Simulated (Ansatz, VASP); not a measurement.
C in VASP and in Ansatz

File INCAR:

```
SYSTEM = C
PREC     = Accurate       ! precision mode
ENCUT    = 520            ! plane-wave cutoff, eV
EDIFF    = 1E-7           ! SCF threshold, eV
ISMEAR   = 0              ! smearing method
SIGMA    = 0.03           ! smearing width, eV
LREAL    = .FALSE.        ! projectors in reciprocal space
LASPH    = .TRUE.         ! aspherical terms in the spheres
NELM     = 80             ! most SCF steps
ALGO     = Normal         ! electronic algorithm
ISIF     = 2              ! what is computed and relaxed
LWAVE    = .FALSE.        ! write WAVECAR
LCHARG   = .TRUE.         ! write CHGCAR
GGA      = CA             ! functional
LELF     = .TRUE.         ! ELF
LVHAR    = .TRUE.       
NBANDS   = 26             ! bands
```

Contents of KPOINTS:

```
Automatic mesh
0
G
  15 15 3
  0 0 0
```

Contents of POSCAR:

```
C
1.0
   -1.2226660053     -2.1164534110      0.0000000000
    1.2226660053     -2.1164534110      0.0000000000
    0.5434071135     -0.9406459604     13.4515291704
C
8
Direct
    0.3332964337      0.2777408781      0.1250000000
    0.8332964337      0.6666297670      0.3750000000
    0.3332964337      0.0555186559      0.6250000000
    0.8332964337      0.4444075448      0.8750000000
    0.6667035663      0.6111480107      0.1250000000
    0.1667035663      0.0000368996      0.3750000000
    0.6667035663      0.3889257885      0.6250000000
    0.1667035663     -0.2221853226      0.8750000000
```

Input for Ansatz:

```yaml
crystal:
  lattice:
    - [-1.2226660053, -2.116453411, 0.0]
    - [1.2226660053, -2.116453411, 0.0]
    - [0.5434071135, -0.9406459604, 13.4515291704]
  atoms:
    - { symbol: C, position: [0.3332964337, 0.2777408781, 0.125] }
    - { symbol: C, position: [0.8332964337, 0.666629767, 0.375] }
    - { symbol: C, position: [0.3332964337, 0.0555186559, 0.625] }
    - { symbol: C, position: [0.8332964337, 0.4444075448, 0.875] }
    - { symbol: C, position: [0.6667035663, 0.6111480107, 0.125] }
    - { symbol: C, position: [0.1667035663, 3.68996e-05, 0.375] }
    - { symbol: C, position: [0.6667035663, 0.3889257885, 0.625] }
    - { symbol: C, position: [0.1667035663, -0.2221853226, 0.875] }
basis:
  ecutwfc: 520.0
kpoints:
  mp_grid: { grid: [15, 15, 3] }
hamiltonian:
  xc: lda
  pseudopotentials: { kind: paw, azcp: { folder: soft_1 } }
scf:
  occupations: { method: gaussian, width: 0.03 }
output:
  forces: true
  stress: true
  eigenvalues: true
```

Alike in both runs: task single point; functional LDA; k mesh 15 × 15 × 3; occupations gaussian, width 0.03 eV; no spin polarisation.

|  | VASP | Ansatz |
| --- | --- | --- |
| version | VASP 6.6.1 | Ansatz 0.2.0 |
| potentials or method | VASP PAW LDA potentials, release 64 (C), cutoff 520 eV | scalar-relativistic, plane waves, PAW |
| valence electrons in the cell | 32 | 32 |

VASP gave:

```
gap on the k mesh at the Fermi level (eV)                     : 0.06
least direct gap on the mesh (eV)                             : 0.06
pressure (GPa)                                                : 0.9
traceless stress, the component that is largest in VASP (GPa) : -1.08
rms of the force components (eV/Å)                            : 0.003
```

Estimate Ansatz's values.

gap on the k mesh at the Fermi level (eV): 0.06; least direct gap on the mesh (eV): 0.06; pressure (GPa): 0.0; traceless stress, the component that is largest in VASP (GPa): -0.06; rms of the force components (eV/Å): 0.004.

Ansatz warns that its potentials were made for another functional, while VASP's fit it. LDA's correlation is that of Perdew and Zunger in VASP and of Perdew and Wang (1992) in Ansatz. Atom by atom the forces differ by 0.000 eV/Å (rms over components).
